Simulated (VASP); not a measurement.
# Al12H2O in VASP: a series of runs, part 2 of 2

VASP 6.6.1. The steps go on from the part before.

### 4 Single point, PBE+D3(BJ)

Contents of INCAR:

```
SYSTEM = Al12H2O
  ALGO = Normal
  EDIFF = 1E-7
  ENCUT = 520
  GGA = PE
  ISIF = 2
  ISMEAR = -1
  IVDW = 12
  LASPH = .True.
  LCHARG = .True.
  LELF = .True.
  LREAL = Auto
  LVHAR = .True.
  LWAVE = .False.
  NBANDS = 35
  NELM = 80
  PREC = Accurate
  SIGMA = 0.15
```

Contents of KPOINTS:

```
k-points
0
Gamma
  3 3 1
  0 0 0
```

Contents of POSCAR:

```
Al12H2O
1.0
    5.7275650000      0.0000000000      0.0000000000
    2.8637820000      4.9602170000      0.0000000000
    0.0000000000      0.0000000000     18.6765370000
Al O H
12 1 2
Direct
    0.1666684945      0.1666660955      0.0535431167
    0.6666715499      0.1666660955      0.0535431167
    0.1666709227      0.6666643818      0.0535431167
    0.6666739781      0.6666643818      0.0535431167
   -0.1615941219      0.3170425810      0.1886859432
    0.3503869922      0.3037367115      0.1844453284
   -0.1680441988      0.8131499086      0.1883968104
    0.3201188707      0.8326047026      0.1711559268
    0.0128818777     -0.0022982865      0.3206161828
    0.4966990623      0.0076206343      0.3167450154
    0.0028625819      0.5049980676      0.3097844102
    0.4901985843      0.5038287639      0.3087617367
    0.6840824506      0.5720314252      0.6913219512
    0.8674344765      0.4235701785      0.6826586749
    0.6890852154      0.5920910315      0.7435853874
```

Potentials or basis: VASP PAW PBE potentials, release 64 (Al, O, H).

Launch:

```console
> cat potpaw_PBE.64/Al/POTCAR potpaw_PBE.64/O/POTCAR potpaw_PBE.64/H/POTCAR > POTCAR
> mpirun -np 1 vasp_std > vasp.out
```

OUTCAR:

```text
SYSTEM = Al12H2O
   EDIFF = 1E-7
   ENCUT = 520
   GGA = PE
   ISIF = 2
   ISMEAR = -1
   IVDW = 12
   LASPH = .True.
   LREAL = Auto
   NELM = 80
   PREC = Accurate
 IVDW          = 12

 ion  position               nearest neighbor table
   1  0.167  0.167  0.054-   8 2.75   4 2.86   2 2.86   3 2.86   3 2.86   2 2.86   4 2.86   6 2.92
                             5 3.00
   2  0.667  0.167  0.054-   1 2.86   3 2.86   4 2.86   4 2.86   3 2.86   1 2.86   6 2.91   5 2.99
                             7 3.07
   3  0.167  0.667  0.054-   8 2.71   4 2.86   2 2.86   1 2.86   1 2.86   2 2.86   4 2.86   7 3.02
                             6 3.04
   4  0.667  0.667  0.054-   8 2.79   1 2.86   3 2.86   2 2.86   2 2.86   3 2.86   1 2.86   7 2.96
                             5 3.06
   5  0.838  0.317  0.189-   8 2.79   7 2.82  12 2.83   6 2.84  11 2.86   6 2.90   7 2.90   9 2.93
                             8 2.98   2 2.99   1 3.00   4 3.06
   6  0.350  0.304  0.184-   7 2.79   8 2.80   5 2.84  10 2.87  12 2.87   5 2.90   2 2.91  11 2.91
                             1 2.92   7 2.94   8 2.96   3 3.04
[... 401 lines left out ...]
 Edisp (eV)   -2.69290

 E8    (eV) :    -1.2460

  FORCE on cell =-STRESS in cart. coord.  units (eV):
  Direction    XX          YY          ZZ          XY          YZ          ZX
  --------------------------------------------------------------------------------------
  -------------------------------------------------------------------------------------
  Total      -8.75406    -8.49805    -4.45454     0.12717     0.07710    -0.09201
  in kB     -26.43339   -25.66036   -13.45075     0.38401     0.23281    -0.27782
  external pressure =      -21.85 kB  Pullay stress =        0.00 kB

 VOLUME and BASIS-vectors are now :
 -----------------------------------------------------------------------------
  energy-cutoff  :      520.00
  volume of cell :      530.60
      direct lattice vectors                 reciprocal lattice vectors
     5.727565000  0.000000000  0.000000000     0.174594265 -0.100802024  0.000000000
     2.863782000  4.960217000  0.000000000     0.000000000  0.201604083  0.000000000
     0.000000000  0.000000000 18.676537000     0.000000000  0.000000000  0.053543117

 POSITION                                       TOTAL-FORCE (eV/Angst)
 -----------------------------------------------------------------------------------
      1.43190      0.82670      1.00000        -0.021759      0.026956      0.081292
      4.29570      0.82670      1.00000         0.022510     -0.045787      0.282585
      2.86380      3.30680      1.00000        -0.094703     -0.040827      0.068937
      5.72760      3.30680      1.00000         0.018533     -0.006361      0.184823
      5.70996      1.57260      3.52400        -0.075179      0.051981     -0.218349
      2.87670      1.50660      3.44480        -0.047983      0.327058     -0.048288
      7.09377      4.03340      3.51860         0.165297      0.089430     -0.248792
      4.21790      4.12990      3.19660         0.064791     -0.280498      0.711534
      2.93098      4.94882      5.98800        -0.290406      0.195204     -0.482534
      2.86670      0.03780      5.91570         0.187640     -0.124371     -0.307863
      1.46260      2.50490      5.78570        -0.200405     -0.081082      0.076515
      4.25050      2.49910      5.76660         0.272391     -0.109550     -0.103708
      5.55630      2.83740     12.91150         0.385254     -0.308701      0.751109
      6.18130      2.10100     12.74970        -0.189700      0.175819     -0.238646
      5.64240      2.93690     13.88760        -0.196281      0.130728     -0.508616
 -----------------------------------------------------------------------------------
    total drift:                               -0.000208      0.000566      0.000060

  FREE ENERGIE OF THE ION-ELECTRON SYSTEM (eV)
  ---------------------------------------------------
  free  energy   TOTEN  =       -59.2839706636 eV

  energy  without entropy=      -58.8372268786  energy(sigma->0) =      -59.06059877
```

OSZICAR:

```text
N       E                     dE             d eps       ncg     rms          rms(c)
DAV:   1     0.152465283995E+03    0.15247E+03   -0.14272E+04   350   0.926E+02
DAV:   2    -0.398646310703E+02   -0.19233E+03   -0.18422E+03   473   0.161E+02
DAV:   3    -0.597811392350E+02   -0.19917E+02   -0.19631E+02   452   0.484E+01
[... 13 lines left out ...]
DAV:  17    -0.565910662582E+02   -0.29152E-04   -0.16479E-05   409   0.119E-02    0.296E-03
DAV:  18    -0.565910697965E+02   -0.35383E-05   -0.17318E-06   478   0.496E-03    0.172E-03
DAV:  19    -0.565910713337E+02   -0.15372E-05   -0.76082E-07   374   0.341E-03    0.680E-04
DAV:  20    -0.565910715771E+02   -0.24336E-06   -0.17662E-07   406   0.161E-03    0.287E-04
DAV:  21    -0.565910716709E+02   -0.93836E-07   -0.26823E-08   278   0.731E-04
   1 F= -.59283971E+02 E0= -.59060599E+02  d E =-.446744E+00
```

stdout:

```text
POSCAR found type information on POSCAR AlO H
 POSCAR found :  3 types and      15 ions
 scaLAPACK will be used
 LDA part: xc-table for (Slater+PW92), standard interpolation
 POSCAR, INCAR and KPOINTS ok, starting setup
 FFT: planning ... GRIDC
 FFT: planning ... GRID_SOFT
 FFT: planning ... GRID
 WAVECAR not read
 entering main loop
```

It took 2.4 min on 1 thread of Intel Xeon 6975P-C (Granite Rapids), shared host; peak memory 0.63 GiB.

Results:

* Free energy: -59.2840 eV
* Largest force: 0.899 eV/Å
* Band gap on the k mesh: zero (band 22 reaches 0.48 eV, above the bottom of band 23 at 0.20 eV)
* Dispersion energy per atom: -0.180 eV

Forces on the atoms (eV/Å):
```
Al  -0.022  0.027  0.081
Al   0.023 -0.046  0.283
Al  -0.095 -0.041  0.069
Al   0.019 -0.006  0.185
Al  -0.075  0.052 -0.218
Al  -0.048  0.327 -0.048
Al   0.165  0.089 -0.249
Al   0.065 -0.280  0.712
Al  -0.290  0.195 -0.483
Al   0.188 -0.124 -0.308
Al  -0.200 -0.081  0.077
Al   0.272 -0.110 -0.104
O    0.385 -0.309  0.751
H   -0.190  0.176 -0.239
H   -0.196  0.131 -0.509
```

Caveat: the k points lie up to 0.42 Å⁻¹ apart.
